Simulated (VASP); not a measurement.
# ZnS (I-4m2) in VASP: further runs

ZnS is run at these levels: r2SCAN; tasks: single point.

All numbers are computed with VASP 6.6.1; they aren't measurements. Logs are shortened: lines on timing, memory, paths and dates and some standing lists are left out, and cuts for length are marked.

## Step 1: The cell of the first run

The structure is tetragonal, space group I-4m2 (No. 119). The conventional cell has a = 3.868 Å, b = 3.868 Å, c = 5.308 Å, α = 90.00°, β = 90.00°, γ = 90.00°. Within 3.1 Å of Zn (site symmetry -4m2) lie 4 S at 2.35 Å. S (site symmetry -4m2) has 4 Zn at 2.35 Å within 3.1 Å.

## Step 2: Single point, r2SCAN (strain +0.015 along x and y, -0.015 along z)

POSCAR

```
ZnS
1.0
    0.0000000000      2.7349308931      2.6540954973
    2.7349308931      0.0000000000      2.6540954973
    2.7349308931      2.7349308931      0.0000000000
Zn S
1 1
Direct
    0.0000000000      0.0000000000      0.0000000000
    0.7500000000      0.7500000000      0.7500000000
```

INCAR.step1

```
  PREC = Accurate
  ENCUT = 520
  ISMEAR = 0
  SIGMA = 0.05
  LREAL = False
  LASPH = True
  NELM = 100
  NBANDS = 16
  GGA = PE
  ALGO = Normal
  EDIFF = 1E-4
  LWAVE = True
  LCHARG = False
```

INCAR.step2

```
  PREC = Accurate
  ENCUT = 520
  EDIFF = 1E-7
  ISMEAR = 0
  SIGMA = 0.05
  LREAL = False
  LASPH = True
  NELM = 100
  ALGO = Normal
  ISIF = 2
  LWAVE = False
  LCHARG = False
  METAGGA = R2SCAN
  LMIXTAU = True
  NBANDS = 16
  ISTART = 1
```

KPOINTS

```
regular mesh
0
Gamma
  8 8 8
```

Potentials or basis: VASP PAW PBE potentials, release 64 (Zn, S).

On the command line:

```
> cat potpaw_PBE.64/Zn/POTCAR potpaw_PBE.64/S/POTCAR > POTCAR
> cp INCAR.step1 INCAR
> mpirun -np 1 vasp_std > vasp.out
> cp INCAR.step2 INCAR
> mpirun -np 1 vasp_std > vasp.out
```

OUTCAR:

```text
PREC = Accurate
   ENCUT = 520
   EDIFF = 1E-7
   ISMEAR = 0
   LREAL = False
   LASPH = True
   NELM = 100
   ISIF = 2
   METAGGA = R2SCAN
   ISTART = 1

 ion  position               nearest neighbor table
   1  0.000  0.000  0.000-   2 2.35   2 2.35   2 2.35   2 2.35
   2  0.750  0.750  0.750-   1 2.35   1 2.35   1 2.35   1 2.35

  LATTYP: Found a body centered tetragonal cell.
 ALAT       =     3.8677763612
 C/A-ratio  =     1.3724141468

  Lattice vectors:

 A1 = (   0.0000000000,  -2.7349308931,  -2.6540954973)
 A2 = (   0.0000000000,   2.7349308931,  -2.6540954973)
 A3 = (   2.7349308931,   0.0000000000,   2.6540954973)

Analysis of symmetry for initial positions (statically):
=====================================================================
 Subroutine PRICEL returns:
 Original cell was already a primitive cell.

 Routine SETGRP: Setting up the symmetry group for a
 body centered tetragonal supercell.

 Subroutine GETGRP returns: Found  8 space group operations
 (whereof  8 operations were pure point group operations)
 out of a pool of 16 trial point group operations.

The static configuration has the point symmetry D_2d.

Analysis of symmetry for dynamics (positions and initial velocities):
=====================================================================
 Subroutine PRICEL returns:
 Original cell was already a primitive cell.

 Routine SETGRP: Setting up the symmetry group for a
 body centered tetragonal supercell.

 Subroutine GETGRP returns: Found  8 space group operations
 (whereof  8 operations were pure point group operations)
 out of a pool of 16 trial point group operations.

The dynamic configuration has the point symmetry D_2d.

 Subroutine INISYM returns: Found  8 space group operations
 (whereof  8 operations are pure point group operations),
 and found     1 'primitive' translations

----------------------------------------------------------------------------------------

                                     Primitive cell

  volume of cell :      39.7045

  direct lattice vectors                    reciprocal lattice vectors
     0.000000000  2.734930893  2.654095497    -0.182819976  0.182819976  0.188388097
     2.734930893  0.000000000  2.654095497     0.182819976 -0.182819976  0.188388097
     2.734930893  2.734930893  0.000000000     0.182819976  0.182819976 -0.188388097

  length of vectors
     3.811045775  3.811045775  3.867776361     0.319900551  0.319900551  0.319900551

  position of ions in fractional coordinates (direct lattice)
[... 74 lines left out ...]
   LNONCOLLINEAR =      F non collinear calculations
   LSORBIT =      F    spin-orbit coupling
   LASPH  =      T    aspherical Exc in radial PAW
   ENCUT  =  520.0 eV  38.22 Ry    6.18 a.u.   7.09  7.09  7.19*2*pi/ulx,y,z
   NELM   =    100;   NELMIN=  2; NELMDL=  0     # of ELM steps
   EDIFF  = 0.1E-06   stopping-criterion for ELM
   LREAL  =      F    real-space projection
   EDIFFG = 0.1E-05   stopping-criterion for IOM
   NSW    =      0    number of steps for IOM
   IBRION =     -1    ionic relax: 0-MD 1-quasi-New 2-CG
   NFREE  =      0    steps in history (QN), initial steepest desc. (CG)
   ISIF   =      2    stress and relaxation
   ISYM   =      2    0-nonsym 1-usesym 2-fastsym
   POTIM  = 0.5000    time-step for ionic-motion
   TEBEG  =    0.0;   TEEND  =   0.0 temperature during run
   PSTRESS=    0.0 pullay stress
   NELECT =      18.0000    total number of electrons
   NUPDOWN=      -1.0000    fix difference up-down
   EMIN   =  10.00;   EMAX   =-10.00  energy-range for DOS
   EFERMI =   0.00;   METHOD = LEGACY
   ISMEAR =     0;   SIGMA  =   0.05  broadening in eV -4-tet -1-fermi 0-gaus
   EFERMI_NEDOS =   21; number of points for ismear=-14 and -15
   IALGO  =     38    algorithm
   IMIX   =      4    mixing-type and parameters
     AMIX     =   0.40;   BMIX     =  1.00
     AMIX_MAG =   1.60;   BMIX_MAG =  1.00
  volume/ion in A,a.u.               =      19.85       133.97
  Fermi-wavevector in a.u.,A,eV,Ry     =   1.257629  2.376574 21.519396  1.581631
  Thomas-Fermi vector in A             =   2.391279
   LORBIT       =      0    0 simple, 1 ext, 2 COOP (PROOUT), +10 PAW based schemes
   METAGGA = R2SCAN    functional components
   LHFCALC =     F    Hartree Fock is set to
   AEXX    =    0.0000 exact exchange contribution
   IVDW    =     0    specifies the selected vdW correction
   LEPSILON=     F    determine dielectric tensor
   LRPA    =     F    only Hartree local field effects (RPA)
 non-spin polarized calculation
 Gauss-broadening in eV      SIGMA  =   0.05
  energy-cutoff  :      520.00
  volume of cell :       39.70
 maximum number of plane-waves:      1088
   NGX = 15   NGY = 15   NGZ = 15

 number of electron      18.0000012 magnetization

 Free energy of the ion-electron system (eV)
  ---------------------------------------------------
  ext. energy  EPLUGINS =         0.00000000
  ---------------------------------------------------
  free energy    TOTEN  =       -18.86151698 eV

  energy without entropy =      -18.86151698  energy(sigma->0) =      -18.86151698

 E-fermi :   2.0686     XC(G=0): -10.2524

 val. band max:        1.8376791419   @ k =   0.0000   0.0000   0.0000
 cond. band min:       4.4130889378   @ k =   0.0000   0.0000   0.0000
 fundamental gap:      2.5754097960
 Fermi energy:         2.0686117978

 k-point     1 :       0.0000    0.0000    0.0000
  band No.  band energies     occupation
      1     -11.8561      2.00000
      2      -4.7070      2.00000
      3      -4.7067      2.00000
      4      -4.6900      2.00000
      5      -4.1690      2.00000
      6      -4.1619      2.00000
[... 433 lines left out ...]
      3      -4.5599      2.00000
      4      -4.4889      2.00000
      5      -4.1685      2.00000
      6      -4.1331      2.00000
[... 8 lines left out ...]
     15      14.9995      0.00000
     16      15.5109      0.00000

 [... further k-points ...]
[... 5 lines left out ...]
  --------------------------------------------------------------------------------------
  -------------------------------------------------------------------------------------
  Total       -0.3770029     -0.3770029     -0.0767006      0.0000000      0.0000000      0.0000000
  in kB      -15.2130406    -15.2130406     -3.0950673      0.0000000      0.0000000      0.0000000
  external PRESSURE =     -11.1737161 kB  Pullay stress =       0.0000000 kB

 VOLUME and BASIS-vectors are now :
 -----------------------------------------------------------------------------
  energy-cutoff  :      520.00
  volume of cell :       39.70
      direct lattice vectors                 reciprocal lattice vectors
     0.000000000  2.734930893  2.654095497    -0.182819976  0.182819976  0.188388097
     2.734930893  0.000000000  2.654095497     0.182819976 -0.182819976  0.188388097
     2.734930893  2.734930893  0.000000000     0.182819976  0.182819976 -0.188388097

 POSITION                                       TOTAL-FORCE (eV/Angst)
 -----------------------------------------------------------------------------------
      0.00000      0.00000      0.00000         0.000000      0.000000      0.000000
      4.10240      4.10240      3.98114        -0.000000     -0.000000     -0.000000
 -----------------------------------------------------------------------------------
    total drift:                               -0.000305     -0.000305      0.000420

  FREE ENERGIE OF THE ION-ELECTRON SYSTEM (eV)
  ---------------------------------------------------
  free  energy   TOTEN  =       -18.8615169825 eV

  energy  without entropy=      -18.8615169825  energy(sigma->0) =      -18.86151698
```

Run time: 77 s. Hardware: 1 thread of Intel Xeon 6975P-C (Granite Rapids), shared host; peak memory 0.18 GiB.

What came out:

```
Free energy            : -18.8615 eV
Pressure               : -1.1 GPa
Band gap on the k mesh : 2.58 eV
```

Stress tensor (GPa, compression positive):
```
-1.52  0.00  0.00
 0.00 -1.52  0.00
 0.00  0.00 -0.31
```

Levels at points of the mesh, in eV from the valence-band top:
```csv
k point,band 7,band 8,band 9,band 10,band 11,band 12
"(0.00, 0.00, 0.00)",-0.10,-0.10,0.00,2.58,6.85,6.85
"(0.50, 0.00, 0.00)",-5.41,-1.03,-0.86,3.72,7.20,7.49
"(0.50, 0.50, 0.00)",-4.53,-2.43,-2.43,3.57,4.22,11.88
"(0.50, 0.00, 0.50)",-4.71,-2.30,-2.23,3.73,4.52,11.52
```

Caveat: the cell differs from its parent crystal (strain +0.015 along x and y, -0.015 along z); the PAW data sets were made with another functional, which shifts forces and pressure a little.

## Step 3: Single point, r2SCAN (strain +0.000 along x and y, +0.030 along z)

POSCAR

```
ZnS
1.0
    0.0000000000      2.6945131952      2.7753485911
    2.6945131952      0.0000000000      2.7753485911
    2.6945131952      2.6945131952      0.0000000000
Zn S
1 1
Direct
    0.0000000000      0.0000000000      0.0000000000
    0.7500000000      0.7500000000      0.7500000000
```

INCAR.step1

```
SYSTEM = ZnS
PREC = Accurate
ENCUT = 520
ISMEAR = 0
SIGMA = 0.05
LREAL = .False.
LASPH = .True.
NELM = 100
NBANDS = 16
GGA = PE
ALGO = Normal
EDIFF = 1E-4
LWAVE = .True.
LCHARG = .False.
```

INCAR.step2

```
SYSTEM = ZnS
PREC = Accurate
ENCUT = 520
EDIFF = 1E-6
ISMEAR = 0
SIGMA = 0.05
LREAL = .False.
LASPH = .True.
NELM = 100
ALGO = Normal
ISIF = 2
LWAVE = .False.
LCHARG = .False.
METAGGA = R2SCAN
LMIXTAU = .True.
NBANDS = 16
ISTART = 1
```

KPOINTS

```
regular mesh
0
Gamma
  8 8 8
  0 0 0
```

Potentials or basis: VASP PAW PBE potentials, release 64 (Zn, S).

On the command line:

```
> cat potpaw_PBE.64/Zn/POTCAR potpaw_PBE.64/S/POTCAR > POTCAR
> cp INCAR.step1 INCAR
> mpirun -np 1 vasp_std > vasp.out
> cp INCAR.step2 INCAR
> mpirun -np 1 vasp_std > vasp.out
```

Run time: 67 s. Hardware: 1 thread of Intel Xeon 6975P-C (Granite Rapids), shared host; peak memory 0.18 GiB.

Results (log left out):

```
Free energy            : -18.8551 eV
Pressure               : -2.2 GPa
Band gap on the k mesh : 2.54 eV
```

Stress tensor (GPa, compression positive):
```
-1.69  0.00  0.00
 0.00 -1.69  0.00
 0.00  0.00 -3.07
```

Levels at points of the mesh, in eV from the valence-band top:
```csv
k point,band 6,band 7,band 8,band 9,band 10,band 11,band 12,band 13
"(0.00, 0.00, 0.00)",-5.93,-0.11,0.00,0.00,2.54,6.89,6.89,6.89
"(0.50, 0.00, 0.00)",-5.74,-5.28,-0.98,-0.81,3.72,7.26,7.50,9.30
"(0.50, 0.50, 0.00)",-5.76,-4.68,-2.13,-2.13,3.85,4.65,11.33,12.68
"(0.50, 0.00, 0.50)",-5.71,-4.50,-2.32,-2.26,3.69,4.35,11.66,12.45
```

Caveat: the cell differs from its parent crystal (strain +0.000 along x and y, +0.030 along z); the PAW data sets were made with another functional, which shifts forces and pressure a little.

## Step 4: Single point, r2SCAN (strain +0.015 along x and y, +0.000 along z)

POSCAR

```
ZnS
1.0
    0.0000000000      2.7349308931      2.6945131952
    2.7349308931      0.0000000000      2.6945131952
    2.7349308931      2.7349308931      0.0000000000
Zn S
1 1
Direct
    0.0000000000      0.0000000000      0.0000000000
    0.7500000000      0.7500000000      0.7500000000
```

INCAR.step1

```
  PREC = Accurate
  ENCUT = 520
  ISMEAR = 0
  SIGMA = 0.05
  LREAL = F
  LASPH = T
  NELM = 80
  NBANDS = 16
  GGA = PE
  ALGO = Normal
  EDIFF = 1E-4
  LWAVE = T
  LCHARG = F
```

INCAR.step2

```
  PREC = Accurate
  ENCUT = 520
  EDIFF = 1E-6
  ISMEAR = 0
  SIGMA = 0.05
  LREAL = F
  LASPH = T
  NELM = 80
  ALGO = Normal
  ISIF = 2
  LWAVE = F
  LCHARG = F
  METAGGA = R2SCAN
  LMIXTAU = T
  NBANDS = 16
  ISTART = 1
```

KPOINTS

```
Automatic mesh
0
Gamma
  8 8 8
```

On the command line:

```
> cat potpaw_PBE.64/Zn/POTCAR potpaw_PBE.64/S/POTCAR > POTCAR
> cp INCAR.step1 INCAR
> mpirun -np 1 vasp_std > vasp.out
> cp INCAR.step2 INCAR
> mpirun -np 1 vasp_std > vasp.out
```

Run time: 77 s. Hardware: 1 thread of Intel Xeon 6975P-C (Granite Rapids), shared host; peak memory 0.18 GiB.

The run converged. Its results:

| Quantity | Value |
| --- | --- |
| Free energy | -18.8575 eV |
| Pressure | -2.2 GPa |
| Band gap on the k mesh | 2.54 eV |

Stress tensor (GPa, compression positive):
```
-2.39  0.00  0.00
 0.00 -2.39  0.00
 0.00  0.00 -1.76
```

Levels at points of the mesh, in eV from the valence-band top:
```csv
k point,band 6,band 7,band 8,band 9,band 10,band 11,band 12,band 13
"(0.00, 0.00, 0.00)",-5.93,-0.05,-0.05,0.00,2.54,6.88,6.89,6.89
"(0.50, 0.00, 0.00)",-5.74,-5.28,-0.93,-0.85,3.73,7.31,7.44,9.30
"(0.50, 0.50, 0.00)",-5.71,-4.50,-2.29,-2.29,3.69,4.35,11.68,12.62
"(0.50, 0.00, 0.50)",-5.73,-4.59,-2.22,-2.19,3.77,4.50,11.50,12.58
```

Caveat: the cell differs from its parent crystal (strain +0.015 along x and y, +0.000 along z); the PAW data sets were made with another functional, which shifts forces and pressure a little.

## Step 5: Single point, r2SCAN (strain +0.030 along x and y, +0.000 along z)

POSCAR

```
ZnS
1.0
    0.0000000000      2.7753485911      2.6945131952
    2.7753485911      0.0000000000      2.6945131952
    2.7753485911      2.7753485911      0.0000000000
Zn S
1 1
Direct
    0.0000000000      0.0000000000      0.0000000000
    0.7500000000      0.7500000000      0.7500000000
```

Changes to INCAR.step1 since step 4:

```diff
@@ -6,3 +6,3 @@
   LASPH = T
-  NELM = 80
+  NELM = 100
   NBANDS = 16
```

Changes to INCAR.step2 since step 4:

```diff
@@ -2,3 +2,3 @@
   ENCUT = 520
-  EDIFF = 1E-6
+  EDIFF = 1E-7
   ISMEAR = 0
@@ -7,3 +7,3 @@
   LASPH = T
-  NELM = 80
+  NELM = 100
   ALGO = Normal
```

KPOINTS is that of step 4.

On the command line:

```
> cat potpaw_PBE.64/Zn/POTCAR potpaw_PBE.64/S/POTCAR > POTCAR
> cp INCAR.step1 INCAR
> mpirun -np 1 vasp_std > vasp.out
> cp INCAR.step2 INCAR
> mpirun -np 1 vasp_std > vasp.out
```

Run time: 1.7 min. Hardware: 1 thread of Intel Xeon 6975P-C (Granite Rapids), shared host; peak memory 0.19 GiB.

It converged, with:

```yaml
Free_energy: -18.8315 eV
Pressure: -4.0 GPa
Band_gap_on_the_k_mesh: 2.37 eV
```

Stress tensor (GPa, compression positive):
```
-4.46  0.00  0.00
 0.00 -4.46  0.00
 0.00  0.00 -3.23
```

Levels at points of the mesh, in eV from the valence-band top:
| k point | band 7 | band 8 | band 9 | band 10 | band 11 | band 12 |
| --- | --- | --- | --- | --- | --- | --- |
| (0.00, 0.00, 0.00) | -0.10 | -0.10 | 0.00 | 2.37 | 6.87 | 6.88 |
| (0.50, 0.00, 0.00) | -5.11 | -0.95 | -0.80 | 3.63 | 7.23 | 7.50 |
| (0.50, 0.50, 0.00) | -4.36 | -2.26 | -2.26 | 3.68 | 4.22 | 11.53 |
| (0.50, 0.00, 0.50) | -4.53 | -2.14 | -2.08 | 3.82 | 4.52 | 11.19 |

Caveat: the cell differs from its parent crystal (strain +0.030 along x and y, +0.000 along z); the cell stands under tension; the PAW data sets were made with another functional, which shifts forces and pressure a little.

## Step 6: Single point, r2SCAN (strain +0.015 along x and y, +0.030 along z)

POSCAR

```
ZnS
1.0
    0.0000000000      2.7349308931      2.7753485911
    2.7349308931      0.0000000000      2.7753485911
    2.7349308931      2.7349308931      0.0000000000
Zn S
1 1
Direct
    0.0000000000      0.0000000000      0.0000000000
    0.7500000000      0.7500000000      0.7500000000
```

INCAR.step1

```
SYSTEM = ZnS
ALGO = Normal ; EDIFF = 1E-4
ENCUT = 520 ; GGA = PE
ISMEAR = 0 ; LASPH = .True.
LCHARG = .False. ; LREAL = .False.
LWAVE = .True. ; NBANDS = 16
NELM = 100 ; PREC = Accurate
SIGMA = 0.05
```

INCAR.step2

```
SYSTEM = ZnS
ALGO = Normal ; EDIFF = 1E-7
ENCUT = 520 ; ISIF = 2
ISMEAR = 0 ; ISTART = 1
LASPH = .True. ; LCHARG = .False.
LMIXTAU = .True. ; LREAL = .False.
LWAVE = .False. ; METAGGA = R2SCAN
NBANDS = 16 ; NELM = 100
PREC = Accurate ; SIGMA = 0.05
```

KPOINTS

```
k-points
0
Gamma
  8 8 8
  0 0 0
```

Potentials or basis: VASP PAW PBE potentials, release 64 (Zn, S).

On the command line:

```
> cat potpaw_PBE.64/Zn/POTCAR potpaw_PBE.64/S/POTCAR > POTCAR
> cp INCAR.step1 INCAR
> mpirun -np 1 vasp_std > vasp.out
> cp INCAR.step2 INCAR
> mpirun -np 1 vasp_std > vasp.out
```

Wall time 92 s (1 thread of Intel Xeon 6975P-C (Granite Rapids), shared host); peak memory 0.19 GiB.

The run converged. Its results:

```
Free energy            : -18.8335 eV
Pressure               : -4.1 GPa
Band gap on the k mesh : 2.42 eV
```

Stress tensor (GPa, compression positive):
```
-3.85  0.00  0.00
 0.00 -3.85  0.00
 0.00  0.00 -4.48
```

Levels at points of the mesh, in eV from the valence-band top:
```tsv
k point	band 5	band 6	band 7	band 8	band 9	band 10	band 11	band 12	band 13	band 14
(0.00, 0.00, 0.00)	-5.85	-5.85	-0.05	0.00	0.00	2.42	6.92	6.92	6.92	12.08
(0.50, 0.00, 0.00)	-5.82	-5.67	-5.07	-0.87	-0.79	3.69	7.34	7.47	9.19	12.57
(0.50, 0.50, 0.00)	-5.78	-5.66	-4.48	-2.06	-2.06	3.87	4.56	11.25	12.46	12.46
(0.50, 0.00, 0.50)	-5.78	-5.64	-4.40	-2.15	-2.12	3.79	4.41	11.41	12.36	12.49
```

Caveat: the cell differs from its parent crystal (strain +0.015 along x and y, +0.030 along z); the cell stands under tension; the PAW data sets were made with another functional, which shifts forces and pressure a little.

(Continued in part 2 of 2.)
